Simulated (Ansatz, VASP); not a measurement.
HfS2: VASP beside Ansatz

```
CELL_PARAMETERS angstrom
3.66660 0.00000 0.00000
-1.83330 3.17537 0.00000
0.00000 0.00000 5.84897
ATOMIC_POSITIONS crystal
Hf 0.00000 0.00000 0.00000
S 0.33333 0.66667 0.24303
S 0.66667 0.33333 0.75697
```

Change from the starting cell: epitaxial_xy strain +1.0%.

Alike in both runs: task single point; functional HSE06; k mesh 6 × 6 × 4; no spin polarisation.

```csv
,VASP,Ansatz
version,VASP 6.6.1,Ansatz 0.2.0
potentials or method,"VASP PAW PBE potentials, release 64 (Hf_pv, S)","plane waves, PAW"
plane-wave cutoff (eV),400,420
occupations,"gaussian, width 0.01 eV",fixed
valence electrons in the cell,22,38
```

VASP gave:

- gap on the k mesh at the Fermi level (eV): 1.89
- pressure (GPa): -1.2
- traceless stress, the component that is largest in VASP (GPa): 1.59
- rms of the force components (eV/Å): 0.093

Q: Estimate Ansatz's values.

A: gap on the k mesh at the Fermi level (eV): 1.92; pressure (GPa): 0.1; traceless stress, the component that is largest in VASP (GPa): 1.31; rms of the force components (eV/Å): 0.027.

Atom by atom the forces differ by 0.065 eV/Å (rms over components). VASP's potentials hold 22 valence electrons a cell and Ansatz's 38, so a difference there can come from the potentials and not from the codes. Ansatz's warnings: stress exchange threshold loose, stress scf threshold loose.

Spin-orbit coupling is off throughout.
